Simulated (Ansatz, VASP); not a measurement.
# Two plane-wave programs on SrO

The input POSCAR:

```
SrO
1.0
    0.0000000000      2.8558600240      2.8558600240
    2.8558600240      0.0000000000      2.8558600240
    2.8558600240      2.8558600240      0.0000000000
Sr O
1 1
Direct
    0.0000000000      0.0000000000      0.0000000000
    0.2500000000      0.2500000000      0.2500000000
```

The input INCAR.step1:

```
SYSTEM = SrO
PREC = Accurate
ENCUT = 520
ISMEAR = 0
SIGMA = 0.05
LREAL = .False.
LASPH = .True.
NELM = 100
NBANDS = 15
GGA = PE
ALGO = Normal
EDIFF = 1E-4
LWAVE = .True.
LCHARG = .False.
```

The input INCAR.step2:

```
SYSTEM = SrO
PREC = Accurate
ENCUT = 520
EDIFF = 1E-7
ISMEAR = 0
SIGMA = 0.05
LREAL = .False.
LASPH = .True.
NELM = 100
ALGO = Normal
ISIF = 2
LWAVE = .False.
LCHARG = .False.
METAGGA = R2SCAN
LMIXTAU = .True.
NBANDS = 15
ISTART = 1
```

Contents of KPOINTS:

```
regular mesh
0
Gamma
  8 8 8
  0 0 0
```

Input for Ansatz:

```yaml
crystal:
  lattice:
    - [0.0, 2.855860024, 2.855860024]
    - [2.855860024, 0.0, 2.855860024]
    - [2.855860024, 2.855860024, 0.0]
  atoms:
    - { symbol: Sr, position: [0.0, 0.0, 0.0] }
    - { symbol: O, position: [0.25, 0.25, 0.25] }
basis:
  ecutwfc: 500
  ecutrho_ratio: 4
kpoints:
  mp_grid: { grid: [8, 8, 8] }
hamiltonian:
  xc: r2scan
scf:
  occupations: { method: gaussian, width: 0.05 }
output:
  forces: true
  stress: true
  eigenvalues: true
```

Alike in both runs: task single point; functional r2SCAN; k mesh 8 × 8 × 8; occupations gaussian, width 0.05 eV; no spin polarisation.

|  | VASP | Ansatz |
| --- | --- | --- |
| version | VASP 6.6.1 | Ansatz 0.2.0 |
| potentials or method | VASP PAW PBE potentials, release 64 (Sr_sv, O), cutoff 520 eV | scalar-relativistic, plane waves, PAW |
| valence electrons in the cell | 16 | 16 |

|  | VASP | Ansatz | Ansatz less VASP |
| --- | --- | --- | --- |
| gap on the k mesh at the Fermi level (eV) | 2.72 | 2.71 | -0.013 |
| least direct gap on the mesh (eV) | 3.43 | 3.42 | -0.015 |
| pressure (GPa) | -3.5 | -3.9 | -0.34 |

VASP's potentials were made for PBE, not for r2SCAN. With one functional, cell and mesh, what is left measures potentials, basis and numerics.
